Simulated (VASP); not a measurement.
BN:

```xyz
4
Lattice="2.7621 0.0000 0.0000 -1.3810 2.1550 0.0000 0.0000 0.0000 6.0192" Properties=species:S:1:pos:R:3 pbc="T T T"
B     0.0000    1.4367    1.5048
B     1.3810    0.7183    4.5144
N     0.0000    1.4367    4.5144
N     1.3810    0.7183    1.5048
```

This cell differs from its parent crystal: normal strain along x +0.1100, normal strain along z -0.0733.

| Property | Result |
| --- | --- |
| Program | VASP 6.6.1 |
| Task | relaxation of the atoms |
| Functional | LDA |
| Potentials or basis | VASP PAW LDA potentials, release 64 (B, N) |
| Cutoff | 520 eV |
| k mesh | 12 × 12 × 4 |
| Occupations | gaussian, width 0.05 eV |
| Spin | no spin polarisation |

At the start: pressure -30.1 GPa; volume 8.96 Å³/atom.

Q: How do energy, volume and symmetry change on relaxing?

A: Over 12 steps the energy falls by 4.0 meV/atom at a fixed cell; space group Cmcm (No. 63, to 0.1 Å) before and after.

The path:
```csv
step,energy change (eV),largest force (eV/Å),pressure (GPa)
1,0.0000,0.6370,-30.10
2,0.0407,1.2557,-32.48
3,-0.0107,0.0305,-31.06
4,-0.0107,0.0386,-31.04
5,-0.0108,0.0373,-31.04
6,-0.0112,0.0345,-31.04
7,-0.0119,0.0294,-31.05
8,-0.0132,0.0216,-31.06
9,-0.0150,0.0243,-31.08
10,-0.0159,0.0344,-31.11
11,-0.0082,0.5101,-30.27
12,-0.0159,0.0072,-31.07
```

Final structure:
```
CELL_PARAMETERS angstrom
2.76207 0.00000 0.00000
-1.38104 2.15498 0.00000
0.00000 0.00000 6.01917
ATOMIC_POSITIONS crystal
B 0.35700 0.71400 0.25000
B 0.64300 0.28600 0.75000
N 0.30572 0.61143 0.75000
N 0.69428 0.38857 0.25000
```

Caveat: the cell differs from its parent crystal (normal strain along x +0.1100, normal strain along z -0.0733).
